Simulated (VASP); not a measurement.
# Sb (P4/mmm) in VASP: notebook, part 2 of 2

VASP 6.6.1. Earlier steps stand in the parts before.

## 3. Single point, r2SCAN (strain -0.0150 x Voigt [1, 0, 0, 0, 0, 0])

Input file POSCAR:

```
Sb
1.0
    3.1126000000      0.0000000000      0.0000000000
    0.0000000000      3.1600000000      0.0000000000
    0.0000000000      0.0000000000      3.1600000000
Sb
1
Direct
    0.0000000000      0.0000000000      0.0000000000
```

Input file INCAR.step1:

```
SYSTEM = Sb
PREC     = Accurate       ! precision mode
ENCUT    = 520            ! plane-wave cutoff, eV
ISMEAR   = 0              ! smearing method
SIGMA    = 0.15           ! smearing width, eV
LREAL    = .False.        ! projectors in reciprocal space
LASPH    = .True.         ! aspherical terms in the spheres
NELM     = 80             ! most SCF steps
NBANDS   = 8              ! bands
GGA      = PE             ! functional
ALGO     = Normal         ! electronic algorithm
EDIFF    = 1E-4           ! SCF threshold, eV
LWAVE    = .True.         ! write WAVECAR
LCHARG   = .False.        ! write CHGCAR
```

Input file INCAR.step2:

```
SYSTEM = Sb
PREC     = Accurate       ! precision mode
ENCUT    = 520            ! plane-wave cutoff, eV
EDIFF    = 1E-7           ! SCF threshold, eV
ISMEAR   = 0              ! smearing method
SIGMA    = 0.15           ! smearing width, eV
LREAL    = .False.        ! projectors in reciprocal space
LASPH    = .True.         ! aspherical terms in the spheres
NELM     = 80             ! most SCF steps
ALGO     = Normal         ! electronic algorithm
ISIF     = 2              ! what is computed and relaxed
LWAVE    = .False.        ! write WAVECAR
LCHARG   = .False.        ! write CHGCAR
METAGGA  = R2SCAN         ! meta-GGA
LMIXTAU  = .True.       
NBANDS   = 8              ! bands
ISTART   = 1
```

Input file KPOINTS:

```
Automatic mesh
0
Gamma
  16 16 16
  0 0 0
```

Potentials or basis: VASP PAW PBE potentials, release 64 (Sb).

Started as:

```
> cat potpaw_PBE.64/Sb/POTCAR > POTCAR
> cp INCAR.step1 INCAR
> mpirun -np 1 vasp_std > vasp.out
> cp INCAR.step2 INCAR
> mpirun -np 1 vasp_std > vasp.out
```

OUTCAR:

```text
SYSTEM = Sb
   PREC = Accurate
   ENCUT = 520
   EDIFF = 1E-7
   ISMEAR = 0
   LREAL = .False.
   LASPH = .True.
   NELM = 80
   ISIF = 2
   METAGGA = R2SCAN
   ISTART = 1

 ion  position               nearest neighbor table
   1  0.000  0.000  0.000-

  LATTYP: Found a simple tetragonal cell.
 ALAT       =     3.1600000000
 C/A-ratio  =     0.9850000000

  Lattice vectors:

 A1 = (   0.0000000000,   3.1600000000,   0.0000000000)
 A2 = (   0.0000000000,   0.0000000000,   3.1600000000)
 A3 = (   3.1126000000,   0.0000000000,   0.0000000000)

Analysis of symmetry for initial positions (statically):
=====================================================================
 Subroutine PRICEL returns:
 Original cell was already a primitive cell.

 Routine SETGRP: Setting up the symmetry group for a
 simple tetragonal supercell.

 Subroutine GETGRP returns: Found 16 space group operations
 (whereof 16 operations were pure point group operations)
 out of a pool of 16 trial point group operations.

The static configuration has the point symmetry D_4h.

Analysis of symmetry for dynamics (positions and initial velocities):
=====================================================================
 Subroutine PRICEL returns:
 Original cell was already a primitive cell.

 Routine SETGRP: Setting up the symmetry group for a
 simple tetragonal supercell.

 Subroutine GETGRP returns: Found 16 space group operations
 (whereof 16 operations were pure point group operations)
 out of a pool of 16 trial point group operations.

The dynamic configuration has the point symmetry D_4h.

 Subroutine INISYM returns: Found 16 space group operations
 (whereof 16 operations are pure point group operations),
 and found     1 'primitive' translations

----------------------------------------------------------------------------------------

                                     Primitive cell

  volume of cell :      31.0812
[... 109 lines left out ...]
  Fermi-wavevector in a.u.,A,eV,Ry     =   0.890360  1.682537 10.785897  0.792741
  Thomas-Fermi vector in A             =   2.012041
   LORBIT       =      0    0 simple, 1 ext, 2 COOP (PROOUT), +10 PAW based schemes
   METAGGA = R2SCAN    functional components
   LHFCALC =     F    Hartree Fock is set to
   AEXX    =    0.0000 exact exchange contribution
   IVDW    =     0    specifies the selected vdW correction
   LEPSILON=     F    determine dielectric tensor
   LRPA    =     F    only Hartree local field effects (RPA)
 non-spin polarized calculation
 Gauss-broadening in eV      SIGMA  =   0.15
  energy-cutoff  :      520.00
  volume of cell :       31.08
 maximum number of plane-waves:       864
 NGX is ok and might be reduce to    24
   NGX = 11   NGY = 11   NGZ = 11

 number of electron       5.0000000 magnetization

 Free energy of the ion-electron system (eV)
  ---------------------------------------------------
  ext. energy  EPLUGINS =         0.00000000
  ---------------------------------------------------
  free energy    TOTEN  =       -25.62411417 eV

  energy without entropy =      -25.61910016  energy(sigma->0) =      -25.62160716

 E-fermi :   6.5470     XC(G=0):  -9.9277

 val. band max:        6.5101188580   @ k =   0.1250   0.1875   0.1875
 cond. band min:       6.5519138602   @ k =   0.0625   0.4375   0.2500
 fundamental gap:      0.0417950022
 Fermi energy:         6.5470018254

 k-point     1 :       0.0000    0.0000    0.0000
  band No.  band energies     occupation
      1      -6.1131      2.00000
      2       9.7278      0.00000
      3       9.7278      0.00000
      4      10.1651      0.00000
      5      13.6612      0.00000
      6      13.8233      0.00000
      7      15.4462      0.00000
      8      24.6134      0.00000
[... 243 lines left out ...]
 k-point    24 :       0.3125    0.1250    0.0000
  band No.  band energies     occupation
      1      -4.4882      2.00000
      2       3.5166      2.00000
      3       8.8732      0.00000
      4      11.2208      0.00000
      5      15.4260      0.00000
      6      16.6359      0.00000
      7      18.4235      0.00000
      8      20.0699      0.00000

 [... further k-points ...]

------------------------ aborting loop because EDIFF is reached ----------------------------------------

  FORCE on cell =-STRESS in cart. coord.  units (eV):
  Direction    XX          YY          ZZ          XY          YZ          ZX
  --------------------------------------------------------------------------------------
  -------------------------------------------------------------------------------------
  Total       -0.4127607     -0.6809940     -0.6809940      0.0000000      0.0000000     -0.0000000
  in kB      -21.2770512    -35.1039833    -35.1039833      0.0000000      0.0000000     -0.0000000
  external PRESSURE =     -30.4950059 kB  Pullay stress =       0.0000000 kB

 VOLUME and BASIS-vectors are now :
 -----------------------------------------------------------------------------
  energy-cutoff  :      520.00
  volume of cell :       31.08
      direct lattice vectors                 reciprocal lattice vectors
     3.112600000  0.000000000  0.000000000     0.321274818  0.000000000  0.000000000
     0.000000000  3.160000000  0.000000000     0.000000000  0.316455696  0.000000000
     0.000000000  0.000000000  3.160000000     0.000000000  0.000000000  0.316455696

 POSITION                                       TOTAL-FORCE (eV/Angst)
 -----------------------------------------------------------------------------------
      0.00000      0.00000      0.00000         0.000000      0.000000      0.000000
 -----------------------------------------------------------------------------------
    total drift:                                0.000000     -0.000000      0.000000

  FREE ENERGIE OF THE ION-ELECTRON SYSTEM (eV)
  ---------------------------------------------------
  free  energy   TOTEN  =       -25.6241141676 eV

  energy  without entropy=      -25.6191001618  energy(sigma->0) =      -25.62160716
```

OSZICAR.step1:

```text
N       E                     dE             d eps       ncg     rms          rms(c)
DAV:   1     0.517074641496E+01    0.51707E+01   -0.16361E+03  6520   0.404E+02
DAV:   2    -0.396503963675E+01   -0.91358E+01   -0.87685E+01  9264   0.519E+01
DAV:   3    -0.408082692413E+01   -0.11579E+00   -0.11557E+00  7672   0.663E+00
DAV:   4    -0.408131071571E+01   -0.48379E-03   -0.48379E-03  9928   0.519E-01
DAV:   5    -0.408131260877E+01   -0.18931E-05   -0.18925E-05  8096   0.205E-02    0.180E+00
DAV:   6    -0.408404800243E+01   -0.27354E-02   -0.10060E-03  8632   0.202E-01    0.106E+00
DAV:   7    -0.408594490054E+01   -0.18969E-02   -0.24315E-03  7336   0.308E-01    0.792E-02
DAV:   8    -0.408599950797E+01   -0.54607E-04   -0.85263E-05  8696   0.626E-02
   1 F= -.40859995E+01 E0= -.40832013E+01  d E =-.559643E-02
```

It took 4.3 min on 1 thread of Intel Xeon Platinum 8259CL at 2.50GHz (Skylake/Cascade Lake), shared host; peak memory 0.22 GiB.

What came out:

```yaml
Free_energy: -25.6241 eV
Pressure: -3.0 GPa
Band_gap_on_the_k_mesh: zero (an odd number of electrons rules out a gap without spin polarisation)
```

Levels at points of the mesh, in eV from the Fermi level:
```tsv
k point	band 1	band 2	band 3	band 4	band 5
(0.00, 0.00, 0.00)	-12.66	3.18	3.18	3.62	7.11
(0.50, 0.00, 0.00)	-10.11	-5.61	5.28	5.28	9.23
(0.00, 0.50, 0.00)	-10.31	-5.57	5.12	5.57	9.21
(0.50, 0.50, 0.00)	-7.57	-3.69	-3.48	2.64	7.26
(0.00, 0.50, 0.50)	-7.79	-3.63	-3.63	2.61	7.55
(0.50, 0.50, 0.50)	-4.72	-1.88	-1.65	-1.65	5.20
```

Caveat: the cell differs from its parent crystal (strain -0.0150 x Voigt [1, 0, 0, 0, 0, 0]); the cell stands under tension; the PAW data sets were made with another functional, which shifts forces and pressure a little; spin-orbit coupling is left out, which moves the levels of the heavy elements.

## 4. Single point, r2SCAN (strain -0.0100 x Voigt [1, 0, 0, 0, 0, 0])

Edit POSCAR of step 3 so:

```diff
@@ -2,3 +2,3 @@
 1.0
-    3.1126000000      0.0000000000      0.0000000000
+    3.1284000000      0.0000000000      0.0000000000
     0.0000000000      3.1600000000      0.0000000000
```

Input file INCAR.step1:

```
SYSTEM = Sb
PREC = Accurate ; ENCUT = 520
ISMEAR = 0 ; SIGMA = 0.15
LREAL = .False. ; LASPH = .True.
NELM = 80 ; NBANDS = 8
GGA = PE ; ALGO = Normal
EDIFF = 1E-4 ; LWAVE = .True.
LCHARG = .False.
```

Input file INCAR.step2:

```
SYSTEM = Sb
PREC = Accurate ; ENCUT = 520
EDIFF = 1E-6 ; ISMEAR = 0
SIGMA = 0.15 ; LREAL = .False.
LASPH = .True. ; NELM = 80
ALGO = Normal ; ISIF = 2
LWAVE = .False. ; LCHARG = .False.
METAGGA = R2SCAN ; LMIXTAU = .True.
NBANDS = 8 ; ISTART = 1
```

Input file KPOINTS:

```
regular mesh
0
Gamma
  16 16 16
  0 0 0
```

Potentials or basis: VASP PAW PBE potentials, release 64 (Sb).

Started as:

```
> cat potpaw_PBE.64/Sb/POTCAR > POTCAR
> cp INCAR.step1 INCAR
> mpirun -np 1 vasp_std > vasp.out
> cp INCAR.step2 INCAR
> mpirun -np 1 vasp_std > vasp.out
```

OUTCAR:

```text
SYSTEM = Sb
   PREC = Accurate
   ENCUT = 520
   EDIFF = 1E-6
   ISMEAR = 0
   LREAL = .False.
   LASPH = .True.
   NELM = 80
   ISIF = 2
   METAGGA = R2SCAN
   ISTART = 1

 ion  position               nearest neighbor table
   1  0.000  0.000  0.000-

  LATTYP: Found a simple tetragonal cell.
 ALAT       =     3.1600000000
 C/A-ratio  =     0.9900000000

  Lattice vectors:

 A1 = (   0.0000000000,   3.1600000000,   0.0000000000)
 A2 = (   0.0000000000,   0.0000000000,   3.1600000000)
 A3 = (   3.1284000000,   0.0000000000,   0.0000000000)

Analysis of symmetry for initial positions (statically):
[... 435 lines left out ...]
      2       3.4488      2.00000
      3       8.8185      0.00000
      4      11.1657      0.00000
      5      15.3793      0.00000
      6      16.5731      0.00000
      7      18.3667      0.00000
      8      20.0091      0.00000

 [... further k-points ...]
[... 5 lines left out ...]
  --------------------------------------------------------------------------------------
  -------------------------------------------------------------------------------------
  Total       -0.5257469     -0.7057187     -0.7057187      0.0000000      0.0000000      0.0000000
  in kB      -26.9644079    -36.1947670    -36.1947670      0.0000000      0.0000000      0.0000000
  external PRESSURE =     -33.1179806 kB  Pullay stress =       0.0000000 kB

 VOLUME and BASIS-vectors are now :
 -----------------------------------------------------------------------------
  energy-cutoff  :      520.00
  volume of cell :       31.24
      direct lattice vectors                 reciprocal lattice vectors
     3.128400000  0.000000000  0.000000000     0.319652218  0.000000000  0.000000000
     0.000000000  3.160000000  0.000000000     0.000000000  0.316455696  0.000000000
     0.000000000  0.000000000  3.160000000     0.000000000  0.000000000  0.316455696

 POSITION                                       TOTAL-FORCE (eV/Angst)
 -----------------------------------------------------------------------------------
      0.00000      0.00000      0.00000         0.000000      0.000000      0.000000
 -----------------------------------------------------------------------------------
    total drift:                                0.000000      0.000000     -0.000000

  FREE ENERGIE OF THE ION-ELECTRON SYSTEM (eV)
  ---------------------------------------------------
  free  energy   TOTEN  =       -25.6217418323 eV

  energy  without entropy=      -25.6167435105  energy(sigma->0) =      -25.61924267
```

Run time: 3.4 min. Hardware: 1 thread of Intel Xeon Platinum 8259CL at 2.50GHz (Skylake/Cascade Lake), shared host; peak memory 0.22 GiB.

What came out:

| Quantity | Value |
| --- | --- |
| Free energy | -25.6217 eV |
| Pressure | -3.3 GPa |
| Band gap on the k mesh | zero (an odd number of electrons rules out a gap without spin polarisation) |

Stress tensor (GPa, compression positive):
```
-2.70  0.00  0.00
 0.00 -3.62  0.00
 0.00  0.00 -3.62
```

Levels at points of the mesh, in eV from the Fermi level:
```csv
k point,band 1,band 2,band 3,band 4,band 5,band 6
"(0.00, 0.00, 0.00)",-12.62,3.22,3.22,3.51,7.14,7.26
"(0.50, 0.00, 0.00)",-10.13,-5.57,5.27,5.27,9.21,11.10
"(0.00, 0.50, 0.00)",-10.26,-5.54,5.16,5.45,9.20,11.24
"(0.50, 0.50, 0.00)",-7.60,-3.64,-3.50,2.66,7.24,13.10
"(0.00, 0.50, 0.50)",-7.74,-3.59,-3.59,2.64,7.44,13.18
"(0.50, 0.50, 0.50)",-4.75,-1.82,-1.66,-1.66,5.22,5.22
```

Caveat: the cell differs from its parent crystal (strain -0.0100 x Voigt [1, 0, 0, 0, 0, 0]); the cell stands under tension; the PAW data sets were made with another functional, which shifts forces and pressure a little; spin-orbit coupling is left out, which moves the levels of the heavy elements.

## 5. Single point, r2SCAN (strain -0.0050 x Voigt [1, 0, 0, 0, 0, 0])

Edit POSCAR of step 4 so:

```diff
@@ -2,3 +2,3 @@
 1.0
-    3.1284000000      0.0000000000      0.0000000000
+    3.1442000000      0.0000000000      0.0000000000
     0.0000000000      3.1600000000      0.0000000000
```

Input file INCAR.step1:

```
SYSTEM = Sb
PREC     = Accurate       ! precision mode
ENCUT    = 520            ! plane-wave cutoff, eV
ISMEAR   = 0              ! smearing method
SIGMA    = 0.15           ! smearing width, eV
LREAL    = .False.        ! projectors in reciprocal space
LASPH    = .True.         ! aspherical terms in the spheres
NELM     = 80             ! most SCF steps
NBANDS   = 8              ! bands
GGA      = PE             ! functional
ALGO     = Normal         ! electronic algorithm
EDIFF    = 1E-4           ! SCF threshold, eV
LWAVE    = .True.         ! write WAVECAR
LCHARG   = .False.        ! write CHGCAR
```

Input file INCAR.step2:

```
SYSTEM = Sb
PREC     = Accurate       ! precision mode
ENCUT    = 520            ! plane-wave cutoff, eV
EDIFF    = 1E-7           ! SCF threshold, eV
ISMEAR   = 0              ! smearing method
SIGMA    = 0.15           ! smearing width, eV
LREAL    = .False.        ! projectors in reciprocal space
LASPH    = .True.         ! aspherical terms in the spheres
NELM     = 80             ! most SCF steps
ALGO     = Normal         ! electronic algorithm
ISIF     = 2              ! what is computed and relaxed
LWAVE    = .False.        ! write WAVECAR
LCHARG   = .True.         ! write CHGCAR
METAGGA  = R2SCAN         ! meta-GGA
LMIXTAU  = .True.       
LELF     = .True.         ! ELF
LVHAR    = .True.       
NBANDS   = 8              ! bands
ISTART   = 1
```

KPOINTS is that of step 4.

Started as:

```
> cat potpaw_PBE.64/Sb/POTCAR > POTCAR
> cp INCAR.step1 INCAR
> mpirun -np 1 vasp_std > vasp.out
> cp INCAR.step2 INCAR
> mpirun -np 1 vasp_std > vasp.out
```

Run time: 4.3 min. Hardware: 1 thread of Intel Xeon Platinum 8259CL at 2.50GHz (Skylake/Cascade Lake), shared host; peak memory 0.22 GiB.

The run converged. Its results:

```yaml
Free_energy: -25.6188 eV
Pressure: -3.5 GPa
Band_gap_on_the_k_mesh: zero (an odd number of electrons rules out a gap without spin polarisation)
```

Stress tensor (GPa, compression positive):
```
-3.24  0.00  0.00
 0.00 -3.70  0.00
 0.00  0.00 -3.70
```

Levels at points of the mesh, in eV from the Fermi level:
```tsv
k point	band 1	band 2	band 3	band 4	band 5	band 6
(0.00, 0.00, 0.00)	-12.58	3.25	3.25	3.39	7.17	7.23
(0.50, 0.00, 0.00)	-10.16	-5.52	5.25	5.25	9.20	11.13
(0.00, 0.50, 0.00)	-10.22	-5.51	5.19	5.34	9.19	11.20
(0.50, 0.50, 0.00)	-7.62	-3.58	-3.52	2.67	7.23	13.07
(0.00, 0.50, 0.50)	-7.70	-3.56	-3.56	2.66	7.32	13.11
(0.50, 0.50, 0.50)	-4.78	-1.76	-1.68	-1.68	5.24	5.24
```

Caveat: the cell differs from its parent crystal (strain -0.0050 x Voigt [1, 0, 0, 0, 0, 0]); the cell stands under tension; the PAW data sets were made with another functional, which shifts forces and pressure a little; spin-orbit coupling is left out, which moves the levels of the heavy elements.

## 6. The runs side by side

```csv
cell,gap on the mesh (eV),pressure (GPa)
"a = 3.097, b = 3.160, c = 3.160 Å, 1 atom",none,-2.8
"a = 3.113, b = 3.160, c = 3.160 Å, 1 atom",none,-3.0
"a = 3.128, b = 3.160, c = 3.160 Å, 1 atom",none,-3.3
"a = 3.144, b = 3.160, c = 3.160 Å, 1 atom",none,-3.5
```

Alike in all rows: task single point; level r2SCAN; potentials or basis VASP PAW PBE potentials, release 64 (Sb); no spin polarisation; k mesh 16 × 16 × 16; cutoff (eV) 520; smearing gaussian 0.15 eV.

Caveats: the PAW data sets were made with another functional, which shifts forces and pressure a little; spin-orbit coupling is left out, which moves the levels of the heavy elements; the cell stands under tension (at least some runs).

Total energies depend on the potentials used, so only differences within one code and one set of settings carry meaning.

The gap in the log of VASP goes by the Fermi energy; the results here count the filled bands.